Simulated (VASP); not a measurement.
A run of VASP 6.6.1:

Contents of INCAR:

```
SYSTEM = In
  PREC = Accurate
  ENCUT = 520
  EDIFF = 1E-7
  ISMEAR = -1
  SIGMA = 0.1
  LREAL = .False.
  LASPH = .True.
  NELM = 80
  ALGO = Normal
  ISIF = 2
  LWAVE = .False.
  LCHARG = .False.
  GGA = PE
  ISYM = 0
  NBANDS = 12
```

KPOINTS

```
Automatic mesh
0
Gamma
  12 12 14
  0 0 0
```

Contents of POSCAR:

```
In
1.0
   -1.6482196953      1.6973407397      2.5249786579
    1.6973407397     -1.6482196953      2.5249786579
    1.6043570344      1.6043570344     -2.4927011853
In
1
Direct
    0.0000000000      0.0000000000      0.0000000000
```

Potentials or basis: VASP PAW PBE potentials, release 64 (In_d).

Launch:

```bash
$ cat potpaw_PBE.64/In_d/POTCAR > POTCAR
$ mpirun -np 1 vasp_std > vasp.out
```

Hardware: 1 thread of AMD EPYC 7R13, on a shared host.

**Question.** Estimate the wall time of this run.

**Answer.** It took 9.2 min on 1 thread of AMD EPYC 7R13, on a shared host, peak memory 0.39 GiB. Counts: scf iterations 11, k points 1012.
